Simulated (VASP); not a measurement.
Crystal: Pd.

```
CELL_PARAMETERS angstrom
0.00000 2.67500 2.67500
2.67500 0.00000 2.67500
2.67500 2.67500 0.00000
ATOMIC_POSITIONS crystal
Pd 0.00000 0.00000 0.00000
Pd 0.25000 0.25000 0.25000
```

| Quantity | Value |
| --- | --- |
| Program | VASP 6.6.1 |
| Task | relaxation of cell and atoms |
| Functional | LDA |
| Potentials or basis | VASP PAW LDA potentials, release 64 (Pd) |
| Cutoff | 600 eV |
| k mesh | 13 × 13 × 13 |
| Occupations | methfessel-paxton, width 0.1 eV |
| Spin | no spin polarisation |

At the start: pressure 19.5 GPa; volume 19.14 Å³/atom.

Task: How do energy, volume and symmetry change on relaxing?

Result: Over 18 steps the energy falls by 151.8 meV/atom and the volume is 22.01 Å³/atom (+15.0 %); space group Fd-3m (No. 227, to 0.05 Å).

The path:
```
step  energy change (eV)  largest force (eV/Å)  pressure (GPa)  volume (Å³)
   1              0.0000                0.0000           19.53        38.28
   2              0.0415                0.0000          -10.57        52.72
   3             -0.3032                0.0000           -0.54        44.29
   4             -0.3036                0.0000           -0.14        44.10
   5             -0.3036                0.0000            0.12        43.98
   6             -0.3036                0.0000            0.12        43.98
   7             -0.3036                0.0000            0.09        43.98
   8             -0.3036                0.0000            0.12        43.98
   9             -0.3036                0.0000            0.12        43.98
  10             -0.3036                0.0000            0.12        43.98
  11             -0.3036                0.0000            0.12        43.98
  12             -0.3036                0.0000            0.12        43.98
  13             -0.3036                0.0000            0.11        43.98
  14             -0.3036                0.0000            0.10        43.98
  15             -0.3036                0.0000            0.08        43.98
  16             -0.3036                0.0000            0.10        43.99
  17             -0.3036                0.0000            0.08        44.00
  18             -0.3036                0.0000            0.05        44.01
```

Final structure:
```
Pd
1.0
     0.00000    2.80234    2.80234
     2.80234    0.00000    2.80234
     2.80234    2.80234    0.00000
Pd
2
Cartesian
  2.8023 0.0000 2.8023
  1.4012 1.4012 1.4012
```
